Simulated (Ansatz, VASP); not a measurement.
# P: VASP beside Ansatz

```
P
1.0
     0.00000    2.73910    2.73910
     2.73910    0.00000    2.73910
     2.73910    2.73910    0.00000
P
2
Cartesian
  0.6848 0.6848 0.6848
  4.7934 4.7934 4.7934
```

Alike in both runs: task relaxation of cell and atoms; functional RPBE; k mesh 10 × 10 × 10; occupations fermi-dirac, width 0.1 eV; no spin polarisation.

|  | VASP | Ansatz |
| --- | --- | --- |
| version | VASP 6.6.1 | Ansatz 0.2.0 |
| potentials or method | VASP PAW PBE potentials, release 64 (P), cutoff 600 eV | plane waves (420 eV) with PAW, scalar-relativistic |
| valence electrons in the cell | 10 | 10 |

|  | VASP | Ansatz | Ansatz less VASP |
| --- | --- | --- | --- |
| relaxed volume (Å³/atom) | 21.12 | 21.27 | +0.143 |
| relaxed cell length with the largest relative difference (Å) | 3.909 | 3.918 | +0.0088 |

VASP's potentials were made for PBE, not for RPBE.
